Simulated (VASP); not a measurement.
# Zn7S8 (a cell with a defect) in VASP: notebook

The runs below take Zn7S8 (a cell with a defect) through single point, with PBE.

All numbers are computed with VASP 6.6.1; they aren't measurements. Logs are shortened: lines on timing, memory, paths and dates and some standing lists are left out, and cuts for length are marked.

## 1. The cell of the first run

The cell holds a defect, 15 atoms: a = 7.697 Å, b = 7.697 Å, c = 7.697 Å, α = 60.00°, β = 60.00°, γ = 60.00°.

## 2. Single point, PBE (atoms taken out, then relaxed in part)

INCAR reads:

```
PREC = Accurate
ENCUT = 520
EDIFF = 1E-7
ISMEAR = 0
SIGMA = 0.01
LREAL = Auto
LASPH = True
NELM = 80
ALGO = Normal
ISIF = 2
LWAVE = False
LCHARG = True
GGA = PE
LELF = True
LVHAR = True
NBANDS = 79
```

KPOINTS reads:

```
regular mesh
0
Gamma
  2 2 2
```

POSCAR reads:

```
Zn7S8
1.0
    0.0000000000      5.4423087610     -5.4423087610
    5.4423087610      5.4423087610      0.0000000000
    5.4423087610      0.0000000000     -5.4423087610
Zn S
7 8
Direct
    0.0049378940     -0.0055727454      0.0037289078
    0.4967194183      0.5026510859      0.0039079537
    0.4969015018     -0.0055690060      0.0037242132
    0.0049467124      0.5024697632      0.4956894646
    0.0051332012     -0.0057707272      0.4955026613
    0.4968856558      0.5024714107      0.4956907154
    0.5009170864     -0.0015552641      0.4997157747
    0.1259496622      0.1235063537      0.1245881431
    0.1258001504      0.6234780004      0.1247432390
    0.6262653553      0.1239382154      0.1235244521
    0.6259736187      0.6234790646      0.1247441861
    0.1247304550      0.1237939778      0.6250579543
    0.1259341653      0.6233090181      0.6248170130
    0.6264151532      0.1237943814      0.6250556605
    0.6262696777      0.6222582240      0.6251988679
```

Potentials or basis: VASP PAW PBE potentials, release 64 (Zn, S).

The run is started by

```console
cat potpaw_PBE.64/Zn/POTCAR potpaw_PBE.64/S/POTCAR > POTCAR
mpirun -np 1 vasp_std > vasp.out
```

OUTCAR:

```text
PREC = Accurate
   ENCUT = 520
   EDIFF = 1E-7
   ISMEAR = 0
   LREAL = Auto
   LASPH = True
   NELM = 80
   ISIF = 2
   GGA = PE

 ion  position               nearest neighbor table
   1  0.005  0.994  0.004-   9 2.33   8 2.33  12 2.38  10 2.38
   2  0.497  0.503  0.004-  11 2.33   9 2.33  15 2.38  10 2.38
   3  0.497  0.994  0.004-   8 2.33  11 2.33  14 2.38  10 2.38
   4  0.005  0.502  0.496-   9 2.33  13 2.33  12 2.38  15 2.38
   5  0.005  0.994  0.496-   8 2.33  13 2.33  12 2.38  14 2.38
   6  0.497  0.502  0.496-  11 2.33  13 2.33  14 2.38  15 2.38
   7  0.501  0.998  0.500-  15 2.36  12 2.36  14 2.36  10 2.36
   8  0.126  0.124  0.125-   5 2.33   1 2.33   3 2.33
   9  0.126  0.623  0.125-   2 2.33   4 2.33   1 2.33
  10  0.626  0.124  0.124-   7 2.36   3 2.38   1 2.38   2 2.38
  11  0.626  0.623  0.125-   2 2.33   6 2.33   3 2.33
  12  0.125  0.124  0.625-   7 2.36   1 2.38   4 2.38   5 2.38
  13  0.126  0.623  0.625-   5 2.33   6 2.33   4 2.33
  14  0.626  0.124  0.625-   7 2.36   3 2.38   6 2.38   5 2.38
  15  0.626  0.622  0.625-   7 2.36   4 2.38   6 2.38   2 2.38

  LATTYP: Found a face centered cubic cell.
 ALAT       =    10.8846175220

  Lattice vectors:

 A1 = (   0.0000000000,   5.4423087610,  -5.4423087610)
 A2 = (   5.4423087610,   5.4423087610,   0.0000000000)
 A3 = (   5.4423087610,   0.0000000000,  -5.4423087610)

Analysis of symmetry for initial positions (statically):
=====================================================================
 Subroutine PRICEL returns:
 Original cell was already a primitive cell.

 Routine SETGRP: Setting up the symmetry group for a
 face centered cubic supercell.

 Subroutine GETGRP returns: Found  2 space group operations
 (whereof  1 operations were pure point group operations)
 out of a pool of 48 trial point group operations.

The static configuration has the point symmetry C_1 .
 The point group associated with its full space group is C_1h.

Analysis of symmetry for dynamics (positions and initial velocities):
=====================================================================
 Subroutine PRICEL returns:
 Original cell was already a primitive cell.

 Routine SETGRP: Setting up the symmetry group for a
 face centered cubic supercell.

 Subroutine GETGRP returns: Found  2 space group operations
 (whereof  1 operations were pure point group operations)
 out of a pool of 48 trial point group operations.

The dynamic configuration has the point symmetry C_1 .
 The point group associated with its full space group is C_1h.

 Subroutine INISYM returns: Found  2 space group operations
 (whereof  1 operations are pure point group operations),
 and found     1 'primitive' translations

----------------------------------------------------------------------------------------

                                     Primitive cell

  volume of cell :     322.3885

  direct lattice vectors                    reciprocal lattice vectors
     0.000000000  5.442308761 -5.442308761    -0.091872773  0.091872773 -0.091872773
     5.442308761  5.442308761  0.000000000     0.091872773  0.091872773  0.091872773
     5.442308761  0.000000000 -5.442308761     0.091872773 -0.091872773 -0.091872773

  length of vectors
     7.696586860  7.696586860  7.696586860     0.159128311  0.159128311  0.159128311

  position of ions in fractional coordinates (direct lattice)
     0.004937894  0.994427255  0.003728908
     0.496719418  0.502651086  0.003907954
     0.496901502  0.994430994  0.003724213
     0.004946712  0.502469763  0.495689465
     0.005133201  0.994229273  0.495502661
     0.496885656  0.502471411  0.495690715
     0.500917086  0.998444736  0.499715775
     0.125949662  0.123506354  0.124588143
     0.125800150  0.623478000  0.124743239
     0.626265355  0.123938215  0.123524452
     0.625973619  0.623479065  0.124744186
     0.124730455  0.123793978  0.625057954
     0.125934165  0.623309018  0.624817013
     0.626415153  0.123794381  0.625055661
     0.626269678  0.622258224  0.625198868

  ion indices of the primitive-cell ions
   primitive index   ion index
                 1           1
                 2           2
                 3           3
                 4           4
                 5           5
                 6           6
                 7           7
                 8           8
                 9           9
                10          10
                11          11
                12          12
                13          13
                14          14
                15          15

----------------------------------------------------------------------------------------

 KPOINTS: regular mesh

Automatic generation of k-mesh.
 Grid dimensions read from file:
 generate k-points for:    2    2    2

 Generating k-lattice:

  Cartesian coordinates                     Fractional coordinates (reciprocal lattice)
    -0.045936387  0.045936387 -0.045936387     0.500000000  0.000000000  0.000000000
     0.045936387  0.045936387  0.045936387     0.000000000  0.500000000  0.000000000
     0.045936387 -0.045936387 -0.045936387     0.000000000  0.000000000  0.500000000

  Length of vectors
     0.079564156  0.079564156  0.079564156

  Shift w.r.t. Gamma in fractional coordinates (k-lattice)
     0.000000000  0.000000000  0.000000000

 Subroutine IBZKPT returns following result:
 ===========================================

 Found      6 irreducible k-points:

 Following reciprocal coordinates:
            Coordinates               Weight
  0.000000  0.000000  0.000000      1.000000
  0.500000  0.000000  0.000000      2.000000
  0.000000  0.500000  0.000000      1.000000
  0.000000  0.000000  0.500000      1.000000
  0.500000  0.500000  0.000000      2.000000
  0.000000  0.500000  0.500000      1.000000
   k-points           NKPTS =      6   k-points in BZ     NKDIM =      6   number of bands    NBANDS=     79
   number of dos      NEDOS =    301   number of ions     NIONS =     15
   total plane-waves  NPLWV = 216000
   dimension x,y,z NGX =    60 NGY =   60 NGZ =   60
   dimension x,y,z NGXF=   120 NGYF=  120 NGZF=  120
   ions per type =               7   8
   NGX,Y,Z   is equivalent  to a cutoff of  12.96, 12.96, 12.96 a.u.
   NGXF,Y,Z  is equivalent  to a cutoff of  25.92, 25.92, 25.92 a.u.
 SYSTEM =  unknown system
   PREC   = accura    normal or accurate (medium, high low for compatibility)
   ISTART =      0    job   : 0-new  1-cont  2-samecut
   ICHARG =      2    charge: 1-file 2-atom 10-const
   ISPIN  =      1    spin polarized calculation?
   LNONCOLLINEAR =      F non collinear calculations
   LSORBIT =      F    spin-orbit coupling
   LASPH  =      T    aspherical Exc in radial PAW
   ENCUT  =  520.0 eV  38.22 Ry    6.18 a.u.  14.31 14.31 14.31*2*pi/ulx,y,z
   NELM   =     80;   NELMIN=  2; NELMDL= -5     # of ELM steps
   EDIFF  = 0.1E-06   stopping-criterion for ELM
   LREAL  =      T    real-space projection
   EDIFFG = 0.1E-05   stopping-criterion for IOM
   NSW    =      0    number of steps for IOM
   IBRION =     -1    ionic relax: 0-MD 1-quasi-New 2-CG
   NFREE  =      0    steps in history (QN), initial steepest desc. (CG)
   ISIF   =      2    stress and relaxation
   ISYM   =      2    0-nonsym 1-usesym 2-fastsym
   POTIM  = 0.5000    time-step for ionic-motion
   TEBEG  =    0.0;   TEEND  =   0.0 temperature during run
   PSTRESS=    0.0 pullay stress
   NELECT =     132.0000    total number of electrons
   NUPDOWN=      -1.0000    fix difference up-down
   EMIN   =  10.00;   EMAX   =-10.00  energy-range for DOS
   EFERMI =   0.00;   METHOD = LEGACY
   ISMEAR =     0;   SIGMA  =   0.01  broadening in eV -4-tet -1-fermi 0-gaus
   EFERMI_NEDOS =   21; number of points for ismear=-14 and -15
   IALGO  =     38    algorithm
   IMIX   =      4    mixing-type and parameters
     AMIX     =   0.40;   BMIX     =  1.00
     AMIX_MAG =   1.60;   BMIX_MAG =  1.00
  volume/ion in A,a.u.               =      21.49       145.04
  Fermi-wavevector in a.u.,A,eV,Ry     =   1.215644  2.297233 20.106548  1.477790
  Thomas-Fermi vector in A             =   2.351024
   LORBIT       =      0    0 simple, 1 ext, 2 COOP (PROOUT), +10 PAW based schemes
   GGA     = PE    functional components
   LHFCALC =     F    Hartree Fock is set to
   AEXX    =    0.0000 exact exchange contribution
   IVDW    =     0    specifies the selected vdW correction
   LEPSILON=     F    determine dielectric tensor
   LRPA    =     F    only Hartree local field effects (RPA)
 non-spin polarized calculation
 Gauss-broadening in eV      SIGMA  =   0.01
  energy-cutoff  :      520.00
  volume of cell :      322.39
 maximum number of plane-waves:      8694
 NGX is ok and might be reduce to    60
   NGX = 29   NGY = 29   NGZ = 29

 number of electron     131.9999956 magnetization

 Free energy of the ion-electron system (eV)
  ---------------------------------------------------
  ext. energy  EPLUGINS =         0.00000000
  ---------------------------------------------------
  free energy    TOTEN  =       -49.51064544 eV

  energy without entropy =      -49.50528320  energy(sigma->0) =      -49.50796432

 E-fermi :   1.3723     XC(G=0):  -9.2161

 val. band max:        1.1644106524   @ k =   0.5000   0.5000   0.0000
 cond. band min:       1.3744044506   @ k =   0.0000   0.0000   0.5000
 fundamental gap:      0.2099937983
 Fermi energy:         1.3723167309

 k-point     1 :       0.0000    0.0000    0.0000
  band No.  band energies     occupation
      1     -11.3745      2.00000
      2     -10.5456      2.00000
      3     -10.5456      2.00000
      4     -10.5455      2.00000
      5     -10.4139      2.00000
      6     -10.1625      2.00000
[... 70 lines left out ...]
     77       5.6979      0.00000
     78       8.0788      0.00000
[... 403 lines left out ...]
     77       7.3756      0.00000
     78       7.4985      0.00000
 [bands above 78 left out]

------------------------ aborting loop because EDIFF is reached ----------------------------------------

  FORCE on cell =-STRESS in cart. coord.  units (eV):
  Direction    XX          YY          ZZ          XY          YZ          ZX
  --------------------------------------------------------------------------------------
  -------------------------------------------------------------------------------------
  Total       -2.2833002     -2.2873988     -2.2873988      0.0053793     -0.0007412      0.0053793
  in kB      -11.3473400    -11.3677087    -11.3677087      0.0267337     -0.0036836      0.0267336
  external PRESSURE =     -11.3609192 kB  Pullay stress =       0.0000000 kB

 VOLUME and BASIS-vectors are now :
 -----------------------------------------------------------------------------
  energy-cutoff  :      520.00
  volume of cell :      322.39
      direct lattice vectors                 reciprocal lattice vectors
     0.000000000  5.442308761 -5.442308761    -0.091872773  0.091872773 -0.091872773
     5.442308761  5.442308761  0.000000000     0.091872773  0.091872773  0.091872773
     5.442308761  0.000000000 -5.442308761     0.091872773 -0.091872773 -0.091872773

 POSITION                                       TOTAL-FORCE (eV/Angst)
 -----------------------------------------------------------------------------------
      5.43227      5.43885     -0.04717        -0.001441     -0.000633     -0.005518
      2.75685      5.43888     -2.72457         0.003485     -0.000508     -0.000508
      5.43227      8.11629     -2.72456        -0.001441     -0.005518     -0.000633
      5.43229      2.76152     -2.72462        -0.001195      0.004443     -0.000040
      8.10758      5.43884     -2.72461        -0.003561     -0.000210     -0.000210
      5.43231      5.43881     -5.40191        -0.001195     -0.000040      0.004443
      8.15345      8.15999     -5.44575        -0.000718     -0.000227     -0.000227
      1.35021      1.35762     -1.36350         0.013398      0.011724      0.011724
      4.07205      4.07780     -1.36353        -0.011797     -0.011057      0.011613
      1.34677      4.08284     -4.08059        -0.000952      0.002189      0.002189
      4.07206      6.79991     -4.08564        -0.011797      0.011613     -0.011057
      4.07548      1.35255     -4.08058         0.003394     -0.000874      0.002021
      6.79269      4.07761     -4.08582         0.013156     -0.010469     -0.010469
      4.07547      4.08287     -6.81089         0.003394      0.002021     -0.000874
      6.78905      6.79487     -6.81088        -0.002729     -0.002452     -0.002452
 -----------------------------------------------------------------------------------
    total drift:                                0.003859      0.006145     -0.001784

  FREE ENERGIE OF THE ION-ELECTRON SYSTEM (eV)
  ---------------------------------------------------
  free  energy   TOTEN  =       -49.5106454426 eV

  energy  without entropy=      -49.5052832037  energy(sigma->0) =      -49.50796432
```

Wall time 9.3 min (1 thread of Intel Xeon 8259CL, shared host); peak memory 0.52 GiB.

Results:

| Item | Value |
| --- | --- |
| Free energy | -49.5106 eV |
| Pressure | -1.1 GPa |
| Largest force | 0.021 eV/Å |
| Band gap on the k mesh | zero (bands 66 and 67 overlap by 0.44 eV) |

Forces in eV/Å, atoms in the order of the input:
```
Zn  -0.001 -0.001 -0.006
Zn   0.003 -0.001 -0.001
Zn  -0.001 -0.006 -0.001
Zn  -0.001  0.004  0.000
Zn  -0.004  0.000  0.000
Zn  -0.001  0.000  0.004
Zn  -0.001  0.000  0.000
S    0.013  0.012  0.012
S   -0.012 -0.011  0.012
S   -0.001  0.002  0.002
S   -0.012  0.012 -0.011
S    0.003 -0.001  0.002
S    0.013 -0.010 -0.010
S    0.003  0.002 -0.001
S   -0.003 -0.002 -0.002
```

Caveat: the k points lie up to 0.50 Å⁻¹ apart; the cell differs from its parent crystal (atoms taken out, then relaxed in part).

(Part 1 of 2 ends here.)

The gap in the log of VASP goes by the Fermi energy; the results here count the filled bands.